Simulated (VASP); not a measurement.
Input of a VASP 6.6.1 run:

The input INCAR:

```
SYSTEM = TiGe4Mo
PREC     = Accurate       ! precision mode
ENCUT    = 600            ! plane-wave cutoff, eV
EDIFF    = 1E-7           ! SCF threshold, eV
ISMEAR   = 0              ! smearing method
SIGMA    = 0.1            ! smearing width, eV
LREAL    = .False.        ! projectors in reciprocal space
LASPH    = .True.         ! aspherical terms in the spheres
NELM     = 80             ! most SCF steps
ALGO     = Normal         ! electronic algorithm
ISIF     = 3              ! what is computed and relaxed
LWAVE    = .False.        ! write WAVECAR
LCHARG   = .False.        ! write CHGCAR
GGA      = PE             ! functional
IBRION   = 2              ! ionic algorithm
NSW      = 90             ! ionic steps
EDIFFG   = -0.04          ! ionic threshold
```

File KPOINTS:

```
Automatic mesh
0
Gamma
  4 4 4
  0 0 0
```

POSCAR

```
TiGe4Mo
1.0
    0.0000000000      4.5192935100      4.5933628600
    2.6348668600      0.0000000000      4.5933628600
    2.6348668600      4.5192935100      0.0000000000
Ti Ge Mo
1 4 1
Direct
    0.5000000000      0.5000000000      0.5000000000
    0.0826279600      0.4173720400      0.0826279600
    0.1673720400      0.8326279600      0.1673720400
    0.8326279600      0.1673720400      0.8326279600
    0.4173720400      0.0826279600      0.4173720400
    0.7500000000      0.7500000000      0.7500000000
```

Potentials or basis: VASP PAW PBE potentials, release 64 (Ti_sv, Ge_d, Mo_sv).

Run with:

```console
$ cat potpaw_PBE.64/Ti_sv/POTCAR potpaw_PBE.64/Ge_d/POTCAR potpaw_PBE.64/Mo_sv/POTCAR > POTCAR
$ mpirun -np 1 vasp_std > vasp.out
```

Question: What does it give for the band gap on the k mesh?

Answer: Zero (bands 41 and 42 overlap by 0.28 eV).

Question: Predict the relaxed cell.

Answer: a = 6.197 Å, b = 5.055 Å, c = 5.000 Å, α = 76.09°, β = 52.36°, γ = 51.56°.

Question: What does it give for the space group after relaxing (to 0.1 Å)?

Answer: F222 (No. 22).

Question: Predict the relaxed volume.

Answer: 15.78 Å³/atom.

Stress tensor (GPa, compression positive):
```
0.23 0.00 0.00
0.00 0.09 0.00
0.00 0.00 0.33
```

Caveat: the k points lie up to 0.41 Å⁻¹ apart in the final cell.
